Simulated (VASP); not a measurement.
Wanted: the native input for a VASP 6.6.1 run.

```
Task                   : single point
Functional             : RPBE
Potentials or basis    : VASP PAW PBE potentials, release 64 (Sr_sv)
Cutoff                 : 520 eV
k mesh                 : 9 × 9 × 9
Occupations            : fermi-dirac, width 0.1 eV
Spin                   : no spin polarisation
Dipole correction      : no
Further INCAR settings : ALGO = Normal; EDIFF = 1e-06; NBANDS = 11
```

The structure of Sr lies in POSCAR:

```
Sr
1.0
    3.9137262836      0.0000000000      0.0000000000
    0.0000000000      3.9137262836      0.0000000000
    0.0000000000      0.0000000000      3.9137262836
Sr
1
Direct
    0.0000000000      0.0000000000      0.0000000000
```

This cell differs from its parent crystal: volume scaled by 0.96.

The input as run:

INCAR

```
SYSTEM = Sr
PREC     = Accurate       ! precision mode
ENCUT    = 520            ! plane-wave cutoff, eV
EDIFF    = 1E-6           ! SCF threshold, eV
ISMEAR   = -1             ! smearing method
SIGMA    = 0.1            ! smearing width, eV
LREAL    = .FALSE.        ! projectors in reciprocal space
LASPH    = .TRUE.         ! aspherical terms in the spheres
NELM     = 60             ! most SCF steps
ALGO     = Normal         ! electronic algorithm
ISIF     = 2              ! what is computed and relaxed
LWAVE    = .FALSE.        ! write WAVECAR
LCHARG   = .FALSE.        ! write CHGCAR
GGA      = RP             ! functional
NBANDS   = 11             ! bands
```

KPOINTS

```
regular mesh
0
G
  9 9 9
  0 0 0
```

Potentials or basis: VASP PAW PBE potentials, release 64 (Sr_sv).

The run is started by

```bash
$ cat potpaw_PBE.64/Sr_sv/POTCAR > POTCAR
$ mpirun -np 1 vasp_std > vasp.out
```

Results of the run:

* Pressure: 0.2 GPa
* Band gap on the k mesh: zero (band 5 reaches 1.76 eV, above the bottom of band 6 at 1.19 eV)

Caveat: the PAW data sets were made with another functional, which shifts forces and pressure a little.

It took 7.6 s on 1 thread of Intel(R) Xeon(R) 6975P-C (Granite Rapids), on a shared host, peak memory 0.16 GiB.
